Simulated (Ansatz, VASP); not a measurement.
Ba3Si: VASP beside Ansatz

The input INCAR:

```
ALGO     = Normal         # electronic algorithm
EDIFF    = 1E-6           # SCF threshold, eV
ENCUT    = 520            # plane-wave cutoff, eV
GGA      = PE             # functional
ISIF     = 2              # what is computed and relaxed
ISMEAR   = 0              # smearing method
LASPH    = True           # aspherical terms in the spheres
LCHARG   = True           # write CHGCAR
LELF     = True           # ELF
LREAL    = False          # projectors in reciprocal space
LVHAR    = True         
LWAVE    = False          # write WAVECAR
NBANDS   = 25             # bands
NELM     = 60             # most SCF steps
PREC     = Accurate       # precision mode
SIGMA    = 0.05           # smearing width, eV
```

File KPOINTS:

```
k-points
0
Gamma
  6 6 6
```

The input POSCAR:

```
Ba3Si
1.0
    5.4407209612      0.0000000000      0.0000000000
    0.0000000000      5.4407209612      0.0000000000
    0.0000000000      0.0000000000      5.4407209612
Ba Si
3 1
Direct
    0.0000000000      0.5000000000      0.5000000000
    0.5000000000      0.5000000000      0.0000000000
    0.5000000000      0.0000000000      0.5000000000
    0.0000000000      0.0000000000      0.0000000000
```

Input for Ansatz:

```yaml
crystal:
  lattice:
    - [5.4407209612, 0.0, 0.0]
    - [0.0, 5.4407209612, 0.0]
    - [0.0, 0.0, 5.4407209612]
  atoms:
    - { symbol: Ba, position: [0.0, 0.5, 0.5] }
    - { symbol: Ba, position: [0.5, 0.5, 0.0] }
    - { symbol: Ba, position: [0.5, 0.0, 0.5] }
    - { symbol: Si, position: [0.0, 0.0, 0.0] }
basis:
  ecutwfc: 420
  ecutrho_ratio: 4
kpoints:
  mp_grid: { grid: [6, 6, 6] }
hamiltonian:
  xc: pbe
scf:
  occupations: { method: gaussian, width: 0.05 }
output:
  forces: true
  stress: true
  eigenvalues: true
```

Alike in both runs: task single point; functional PBE; k mesh 6 × 6 × 6; occupations gaussian, width 0.05 eV; no spin polarisation.

|  | VASP | Ansatz |
| --- | --- | --- |
| version | VASP 6.6.1 | Ansatz 0.2.0 |
| potentials or method | VASP PAW PBE potentials, release 64 (Ba_sv, Si), cutoff 520 eV | scalar-relativistic, plane waves, PAW |
| valence electrons in the cell | 34 | 34 |

```csv
,VASP,Ansatz,Ansatz less VASP
gap on the k mesh at the Fermi level (eV),none,none,-
pressure (GPa),-0.2,-0.5,-0.34
```

A gap of «none» marks a metal or a gap that the smearing closes.

Spin-orbit coupling is off throughout.
